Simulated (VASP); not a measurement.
# BiTe (Fm-3m) in VASP: notebook

The runs below take BiTe through single point, relaxation of cell and atoms, with PBEsol.

Everything below comes from runs of VASP 6.6.1. Logs are shortened: lines on timing, memory, paths and dates and some standing lists are left out, and cuts for length are marked.

**1. The cell of the first run**

The structure is cubic, space group Fm-3m (No. 225). Conventional cell: a = 6.394 Å, b = 6.394 Å, c = 6.394 Å, α = 90.00°, β = 90.00°, γ = 90.00°. Bi (site symmetry m-3m) has 6 Te at 3.20 Å within 4.2 Å. Te (site symmetry m-3m) has 6 Bi at 3.20 Å within 4.2 Å.

**2. Single point, PBEsol**

INCAR reads:

```
SYSTEM = BiTe
ALGO     = Normal         ! electronic algorithm
EDIFF    = 1E-6           ! SCF threshold, eV
ENCUT    = 520            ! plane-wave cutoff, eV
GGA      = PS             ! functional
ISIF     = 2              ! what is computed and relaxed
ISMEAR   = 0              ! smearing method
LASPH    = .True.         ! aspherical terms in the spheres
LCHARG   = .False.        ! write CHGCAR
LREAL    = .False.        ! projectors in reciprocal space
LWAVE    = .False.        ! write WAVECAR
NBANDS   = 18             ! bands
NELM     = 80             ! most SCF steps
PREC     = Accurate       ! precision mode
SIGMA    = 0.1            ! smearing width, eV
```

KPOINTS reads:

```
k-points
0
Gamma
  12 12 12
  0 0 0
```

POSCAR reads:

```
BiTe
1.0
    0.0000000000      3.1971538300      3.1971538300
    3.1971538300      0.0000000000      3.1971538300
    3.1971538300      3.1971538300      0.0000000000
Bi Te
1 1
Direct
    0.0000000000      0.0000000000      0.0000000000
    0.5000000000      0.5000000000      0.5000000000
```

Potentials or basis: VASP PAW PBE potentials, release 64 (Bi_d, Te).

Command:

```sh
$ cat potpaw_PBE.64/Bi_d/POTCAR potpaw_PBE.64/Te/POTCAR > POTCAR
$ mpirun -np 1 vasp_std > vasp.out
```

OUTCAR:

```text
SYSTEM = BiTe
   EDIFF = 1E-6
   ENCUT = 520
   GGA = PS
   ISIF = 2
   ISMEAR = 0
   LASPH = .True.
   LREAL = .False.
   NELM = 80
   PREC = Accurate

 ion  position               nearest neighbor table
   1  0.000  0.000  0.000-   2 3.20   2 3.20   2 3.20   2 3.20   2 3.20   2 3.20
   2  0.500  0.500  0.500-   1 3.20   1 3.20   1 3.20   1 3.20   1 3.20   1 3.20

  LATTYP: Found a face centered cubic cell.
 ALAT       =     6.3943076600

  Lattice vectors:

 A1 = (   0.0000000000,   3.1971538300,   3.1971538300)
 A2 = (   3.1971538300,   0.0000000000,   3.1971538300)
 A3 = (   3.1971538300,   3.1971538300,   0.0000000000)

Analysis of symmetry for initial positions (statically):
=====================================================================
 Subroutine PRICEL returns:
 Original cell was already a primitive cell.

 Routine SETGRP: Setting up the symmetry group for a
 face centered cubic supercell.

 Subroutine GETGRP returns: Found 48 space group operations
 (whereof 48 operations were pure point group operations)
 out of a pool of 48 trial point group operations.

The static configuration has the point symmetry O_h .

Analysis of symmetry for dynamics (positions and initial velocities):
=====================================================================
 Subroutine PRICEL returns:
 Original cell was already a primitive cell.

 Routine SETGRP: Setting up the symmetry group for a
 face centered cubic supercell.

 Subroutine GETGRP returns: Found 48 space group operations
 (whereof 48 operations were pure point group operations)
 out of a pool of 48 trial point group operations.

The dynamic configuration has the point symmetry O_h .

 Subroutine INISYM returns: Found 48 space group operations
 (whereof 48 operations are pure point group operations),
 and found     1 'primitive' translations

----------------------------------------------------------------------------------------

                                     Primitive cell

  volume of cell :      65.3613

  direct lattice vectors                    reciprocal lattice vectors
     0.000000000  3.197153830  3.197153830    -0.156389097  0.156389097  0.156389097
     3.197153830  0.000000000  3.197153830     0.156389097 -0.156389097  0.156389097
     3.197153830  3.197153830  0.000000000     0.156389097  0.156389097 -0.156389097

  length of vectors
     4.521458307  4.521458307  4.521458307     0.270873862  0.270873862  0.270873862

  position of ions in fractional coordinates (direct lattice)
     0.000000000  0.000000000  0.000000000
     0.500000000  0.500000000  0.500000000

  ion indices of the primitive-cell ions
   primitive index   ion index
                 1           1
                 2           2

----------------------------------------------------------------------------------------

 KPOINTS: k-points

Automatic generation of k-mesh.
 Grid dimensions read from file:
 generate k-points for:   12   12   12

 Generating k-lattice:

  Cartesian coordinates                     Fractional coordinates (reciprocal lattice)
    -0.013032425  0.013032425  0.013032425     0.083333333  0.000000000  0.000000000
     0.013032425 -0.013032425  0.013032425     0.000000000  0.083333333  0.000000000
     0.013032425  0.013032425 -0.013032425     0.000000000  0.000000000  0.083333333

  Length of vectors
     0.022572822  0.022572822  0.022572822

  Shift w.r.t. Gamma in fractional coordinates (k-lattice)
     0.000000000  0.000000000  0.000000000

 Subroutine IBZKPT returns following result:
 ===========================================

 Found     72 irreducible k-points:

 Following reciprocal coordinates:
            Coordinates               Weight
  0.000000  0.000000  0.000000      1.000000
  0.083333  0.000000  0.000000      8.000000
  0.166667  0.000000  0.000000      8.000000
  0.250000  0.000000  0.000000      8.000000
  0.333333  0.000000  0.000000      8.000000
  0.416667  0.000000  0.000000      8.000000
[... 16 lines left out ...]
  0.500000  0.166667  0.000000     24.000000
[... 52 lines left out ...]
      6      -5.3027      2.00000
[... 10 lines left out ...]
     17      15.7777      0.00000
     18      17.0772      0.00000

 k-point     7 :       0.5000    0.0000    0.0000
  band No.  band energies     occupation
      1     -16.1572      2.00000
      2     -16.1572      2.00000
      3     -16.1428      2.00000
      4     -16.1368      2.00000
      5     -16.1368      2.00000
      6      -4.8059      2.00000
[... 10 lines left out ...]
     17      15.1449      0.00000
     18      16.1778      0.00000

 k-point     8 :       0.0833    0.0833    0.0000
  band No.  band energies     occupation
      1     -16.1528      2.00000
      2     -16.1514      2.00000
      3     -16.1452      2.00000
      4     -16.1441      2.00000
      5     -16.1441      2.00000
      6      -6.7755      2.00000
[... 10 lines left out ...]
     17      13.3178      0.00000
     18      13.6806      0.00000
[... 229 lines left out ...]
     17      13.5909      0.00000
     18      13.9060      0.00000

 k-point    20 :       0.2500    0.1667    0.0000
  band No.  band energies     occupation
      1     -16.1575      2.00000
      2     -16.1503      2.00000
      3     -16.1461      2.00000
      4     -16.1405      2.00000
      5     -16.1401      2.00000
      6      -6.2942      2.00000
[... 10 lines left out ...]
     17      14.1842      0.00000
     18      14.4451      0.00000

 k-point    21 :       0.3333    0.1667    0.0000
  band No.  band energies     occupation
      1     -16.1590      2.00000
      2     -16.1513      2.00000
      3     -16.1454      2.00000
      4     -16.1391      2.00000
      5     -16.1381      2.00000
      6      -5.9502      2.00000
[... 10 lines left out ...]
     17      15.2213      0.00000
     18      15.5193      0.00000

 k-point    22 :       0.4167    0.1667    0.0000
  band No.  band energies     occupation
      1     -16.1599      2.00000
      2     -16.1527      2.00000
      3     -16.1441      2.00000
      4     -16.1383      2.00000
      5     -16.1365      2.00000
      6      -5.5014      2.00000
[... 10 lines left out ...]
     17      15.6216      0.00000
     18      16.4776      0.00000

 k-point    23 :       0.5000    0.1667    0.0000
  band No.  band energies     occupation
      1     -16.1598      2.00000
      2     -16.1542      2.00000
      3     -16.1426      2.00000
      4     -16.1379      2.00000
      5     -16.1360      2.00000
      6      -4.9752      2.00000
[... 10 lines left out ...]
     17      15.7296      0.00000
     18      16.5535      0.00000

 k-point    24 :      -0.4167    0.1667    0.0000
  band No.  band energies     occupation
      1     -16.1589      2.00000
      2     -16.1553      2.00000
      3     -16.1417      2.00000
      4     -16.1380      2.00000
      5     -16.1366      2.00000
      6      -4.7698      2.00000
[... 10 lines left out ...]
     17      16.4839      0.00000
     18      17.7123      0.00000

 [... further k-points ...]

------------------------ aborting loop because EDIFF is reached ----------------------------------------

  FORCE on cell =-STRESS in cart. coord.  units (eV):
  Direction    XX          YY          ZZ          XY          YZ          ZX
  --------------------------------------------------------------------------------------
  -------------------------------------------------------------------------------------
  Total       -0.0065521     -0.0065521     -0.0065521      0.0000000     -0.0000000      0.0000000
  in kB       -0.1606101     -0.1606101     -0.1606101      0.0000000     -0.0000000      0.0000000
  external PRESSURE =      -0.1606101 kB  Pullay stress =       0.0000000 kB

 VOLUME and BASIS-vectors are now :
 -----------------------------------------------------------------------------
  energy-cutoff  :      520.00
  volume of cell :       65.36
      direct lattice vectors                 reciprocal lattice vectors
     0.000000000  3.197153830  3.197153830    -0.156389097  0.156389097  0.156389097
     3.197153830  0.000000000  3.197153830     0.156389097 -0.156389097  0.156389097
     3.197153830  3.197153830  0.000000000     0.156389097  0.156389097 -0.156389097

 POSITION                                       TOTAL-FORCE (eV/Angst)
 -----------------------------------------------------------------------------------
      0.00000      0.00000      0.00000         0.000000      0.000000     -0.000000
      3.19715      3.19715      3.19715        -0.000000     -0.000000      0.000000
 -----------------------------------------------------------------------------------
    total drift:                               -0.000000      0.000000      0.000000

  FREE ENERGIE OF THE ION-ELECTRON SYSTEM (eV)
  ---------------------------------------------------
  free  energy   TOTEN  =        -7.9928411952 eV

  energy  without entropy=       -7.9871602332  energy(sigma->0) =       -7.99000071
```

Run time: 59 s. Hardware: 1 thread of AMD EPYC 7R13 (Zen 3), shared host; peak memory 0.22 GiB.

Results:

```yaml
Free_energy: -7.9928 eV
Pressure: 0.0 GPa
Band_gap_on_the_k_mesh: zero (an odd number of electrons rules out a gap without spin polarisation)
```

Caveat: the PAW data sets were made with another functional, which shifts forces and pressure a little; spin-orbit coupling is left out, which moves the levels of the heavy elements.

**3. Single point, PBEsol**

This run uses another cell than the first one, of 32.79 Å³/atom.

INCAR reads:

```
ALGO = Normal
EDIFF = 1E-6
ENCUT = 520
GGA = PS
ISIF = 2
ISMEAR = -1
LASPH = T
LCHARG = F
LREAL = F
LWAVE = F
NBANDS = 18
NELM = 100
PREC = Accurate
SIGMA = 0.15
```

KPOINTS reads:

```
k-points
0
Gamma
  12 12 12
```

POSCAR reads:

```
BiTe
1.0
    0.0000000000      3.2005777685      3.2005777685
    3.2005777685      0.0000000000      3.2005777685
    3.2005777685      3.2005777685      0.0000000000
Bi Te
1 1
Direct
    0.0000000000      0.0000000000      0.0000000000
    0.5000000000      0.5000000000      0.5000000000
```

Potentials or basis: VASP PAW PBE potentials, release 64 (Bi_d, Te).

Command:

```sh
$ cat potpaw_PBE.64/Bi_d/POTCAR potpaw_PBE.64/Te/POTCAR > POTCAR
$ mpirun -np 1 vasp_std > vasp.out
```

Run time: 60 s. Hardware: 1 thread of AMD EPYC 7R13 (Zen 3), shared host; peak memory 0.23 GiB.

Results (log left out):

| Property | Result |
| --- | --- |
| Free energy | -8.0384 eV |
| Pressure | 0.0 GPa |
| Band gap on the k mesh | zero (an odd number of electrons rules out a gap without spin polarisation) |

Levels at points of the mesh, in eV from the Fermi level:
| k point | band 7 | band 8 | band 9 | band 10 | band 11 | band 12 | band 13 | band 14 |
| --- | --- | --- | --- | --- | --- | --- | --- | --- |
| (0.00, 0.00, 0.00) | -8.03 | -2.62 | -2.62 | -2.62 | 2.21 | 2.21 | 2.21 | 4.58 |
| (0.50, 0.00, 0.00) | -11.38 | -1.97 | -1.97 | -1.60 | -0.88 | -0.69 | -0.69 | 7.31 |
| (0.50, 0.50, 0.00) | -9.97 | -5.90 | -4.17 | -4.17 | 2.05 | 3.74 | 3.74 | 5.19 |

Caveat: the PAW data sets were made with another functional, which shifts forces and pressure a little; spin-orbit coupling is left out, which moves the levels of the heavy elements.

**4. Single point, PBEsol (33.44 Å³/atom)**

This run uses another cell than the first one, of 33.44 Å³/atom.

INCAR reads:

```
PREC = Accurate ; ENCUT = 520
EDIFF = 1E-7 ; ISMEAR = -1
SIGMA = 0.15 ; LREAL = F
LASPH = T ; NELM = 80
ALGO = Normal ; ISIF = 2
LWAVE = F ; LCHARG = T
GGA = PS ; LELF = T
LVHAR = T ; NBANDS = 18
```

KPOINTS reads:

```
regular mesh
0
Gamma
  12 12 12
```

POSCAR reads:

```
BiTe
1.0
    0.0000000000      3.2217742655      3.2217742655
    3.2217742655      0.0000000000      3.2217742655
    3.2217742655      3.2217742655      0.0000000000
Bi Te
1 1
Direct
    0.0000000000      0.0000000000      0.0000000000
    0.5000000000      0.5000000000      0.5000000000
```

Command:

```sh
$ cat potpaw_PBE.64/Bi_d/POTCAR potpaw_PBE.64/Te/POTCAR > POTCAR
$ mpirun -np 1 vasp_std > vasp.out
```

Wall time 78 s (1 thread of AMD EPYC 7R13 (Zen 3), shared host); peak memory 0.23 GiB.

It converged, with:

| Quantity | Value |
| --- | --- |
| Free energy | -8.0344 eV |
| Pressure | -1.0 GPa |
| Band gap on the k mesh | zero (an odd number of electrons rules out a gap without spin polarisation) |

Levels at points of the mesh, in eV from the Fermi level:
| k point | band 8 | band 9 | band 10 | band 11 | band 12 | band 13 |
| --- | --- | --- | --- | --- | --- | --- |
| (0.00, 0.00, 0.00) | -2.57 | -2.57 | -2.57 | 2.17 | 2.17 | 2.17 |
| (0.50, 0.00, 0.00) | -1.93 | -1.93 | -1.61 | -0.87 | -0.66 | -0.66 |
| (0.50, 0.50, 0.00) | -5.76 | -4.07 | -4.07 | 2.12 | 3.65 | 3.65 |

Caveat: the PAW data sets were made with another functional, which shifts forces and pressure a little; spin-orbit coupling is left out, which moves the levels of the heavy elements.

**5. Relaxation of cell and atoms, PBEsol**

INCAR reads:

```
  ALGO = Normal
  EDIFF = 1E-6
  EDIFFG = -0.001
  ENCUT = 600
  GGA = PS
  IBRION = 2
  ISIF = 3
  ISMEAR = -1
  LASPH = T
  LCHARG = F
  LREAL = F
  LWAVE = F
  NELM = 100
  NSW = 80
  PREC = Accurate
  SIGMA = 0.15
```

KPOINTS reads:

```
k-points
0
Gamma
  12 12 12
```

POSCAR reads:

```
BiTe
1.0
    0.0000000000      3.1971538300      3.1971538300
    3.1971538300      0.0000000000      3.1971538300
    3.1971538300      3.1971538300      0.0000000000
Bi Te
1 1
Direct
    0.0000000000      0.0000000000      0.0000000000
    0.5000000000      0.5000000000      0.5000000000
```

Command:

```sh
$ cat potpaw_PBE.64/Bi_d/POTCAR potpaw_PBE.64/Te/POTCAR > POTCAR
$ mpirun -np 1 vasp_std > vasp.out
```

It took 1.8 min on 1 thread of AMD EPYC 7R13 (Zen 3), shared host; peak memory 0.25 GiB.

The run converged. Its results:

```yaml
Free_energy: -8.0387 eV
Relaxed_volume: 32.79 Å³/atom
Relaxed_cell: a = 4.526 Å, b = 4.526 Å, c = 4.526 Å, α = 60.00°, β = 60.00°, γ = 60.00°
Space_group_after_relaxing_to_0.1_Å: Fm-3m (No. 225)
Energy_gained_by_relaxing: 0.1 meV/atom
Ionic_steps: 3
Pressure_after_relaxing: 0.0 GPa
Band_gap_on_the_k_mesh: zero (an odd number of electrons rules out a gap without spin polarisation)
```

The path:
| step | energy change (eV) | largest force (eV/Å) | pressure (GPa) | volume (Å³) |
| --- | --- | --- | --- | --- |
| 1 | 0.0000 | 0.0000 | 0.19 | 65.36 |
| 2 | -0.0001 | 0.0000 | -0.12 | 65.73 |
| 3 | -0.0001 | 0.0000 | 0.00 | 65.58 |

Final structure:
```
CELL_PARAMETERS angstrom
0.00000 3.20070 3.20070
3.20070 0.00000 3.20070
3.20070 3.20070 0.00000
ATOMIC_POSITIONS crystal
Bi 0.00000 0.00000 0.00000
Te 0.50000 0.50000 0.50000
```

Levels at points of the mesh, in eV from the Fermi level:
```
           k point  band 7  band 8  band 9  band 10  band 11  band 12  band 13  band 14
(0.00, 0.00, 0.00)   -8.03   -2.62   -2.62    -2.62     2.21     2.21     2.21     4.58
(0.50, 0.00, 0.00)  -11.38   -1.97   -1.97    -1.60    -0.88    -0.69    -0.69     7.31
(0.50, 0.50, 0.00)   -9.97   -5.90   -4.17    -4.17     2.05     3.74     3.74     5.19
```

Caveat: the PAW data sets were made with another functional, which shifts forces and pressure a little; spin-orbit coupling is left out, which moves the levels of the heavy elements.

**6. Single point, PBEsol (equal strain along all axes, cell held: +4.5 %)**

INCAR reads:

```
  ALGO = Normal
  EDIFF = 1E-6
  ENCUT = 520
  GGA = PS
  ISIF = 2
  ISMEAR = 0
  LASPH = True
  LCHARG = True
  LELF = True
  LREAL = False
  LVHAR = True
  LWAVE = False
  NBANDS = 29
  NELM = 100
  PREC = Accurate
  SIGMA = 0.1
```

KPOINTS reads:

```
k-points
0
Gamma
  12 12 8
```

POSCAR reads:

```
BiTe
1.0
    3.3410257518      3.3410257518      0.0000000000
   -3.3410257518      3.3410257518      0.0000000000
    0.0000000000      0.0000000000      6.6820515036
Bi Te
2 2
Direct
    0.0000000000      0.0000000000      0.0000000000
    0.5000000000      0.5000000000      0.5000000000
    0.5000000000      0.5000000000      0.0000000000
    0.0000000000      0.0000000000      0.5000000000
```

Potentials or basis: VASP PAW PBE potentials, release 64 (Bi_d, Te).

Command:

```sh
$ cat potpaw_PBE.64/Bi_d/POTCAR potpaw_PBE.64/Te/POTCAR > POTCAR
$ mpirun -np 1 vasp_std > vasp.out
```

Wall time 14 min (1 thread of Intel Xeon 8259CL, shared host); peak memory 0.59 GiB.

Results (log left out):

| Item | Value |
| --- | --- |
| Free energy | -15.6499 eV |
| Pressure | -5.3 GPa |
| Band gap on the k mesh | zero (bands 21 and 22 overlap by 3.46 eV) |

Levels at points of the mesh, in eV from the Fermi level:
```
           k point  band 19  band 20  band 21  band 22  band 23  band 24
(0.00, 0.00, 0.00)    -2.26    -2.26     1.96     1.96     1.96     2.53
(0.50, 0.00, 0.00)    -1.92    -1.92    -0.09    -0.09    -0.04    -0.04
(0.50, 0.50, 0.00)    -3.56    -3.56     2.53     2.53     3.17     3.17
(0.00, 0.00, 0.50)    -2.47    -2.47     0.65     0.65     2.45     2.45
(0.50, 0.00, 0.50)    -1.59    -1.59    -0.80    -0.80    -0.48    -0.48
(0.50, 0.50, 0.50)    -1.46    -1.46    -0.23    -0.23     3.55     3.55
```

Caveat: the cell differs from its parent crystal (equal strain along all axes, cell held: +4.5 %); the cell stands under tension; the PAW data sets were made with another functional, which shifts forces and pressure a little; spin-orbit coupling is left out, which moves the levels of the heavy elements.

**7. Summary**

```csv
task,cell,k mesh,cutoff (eV),smearing,gap on the mesh (eV),pressure (GPa)
single point,"a = 4.521 Å, angles 60.0°, 2 atoms, atomic positions A",12 × 12 × 12,520,gaussian 0.1 eV,none,0.0
single point,"a = 4.526 Å, angles 60.0°, 2 atoms, atomic positions A",12 × 12 × 12,520,fermi-dirac 0.15 eV,none,0.0
single point,"a = 4.556 Å, angles 60.0°, 2 atoms, atomic positions A",12 × 12 × 12,520,fermi-dirac 0.15 eV,none,-1.0
relaxation of cell and atoms,"relaxed from a = 4.521 Å, angles 60.0°, 2 atoms, atomic positions A",12 × 12 × 12,600,fermi-dirac 0.15 eV,none,0.0
single point,"a = 4.725, b = 4.725, c = 6.682 Å, 4 atoms, atomic positions B",12 × 12 × 8,520,gaussian 0.1 eV,none,-5.3
```

Alike in all rows: level PBEsol; potentials or basis VASP PAW PBE potentials, release 64 (Bi_d, Te); no spin polarisation.

Caveats: the PAW data sets were made with another functional, which shifts forces and pressure a little; spin-orbit coupling is left out, which moves the levels of the heavy elements; the cell stands under tension (at least some runs).

Total energies depend on the potentials used, so only differences within one code and one set of settings carry meaning.
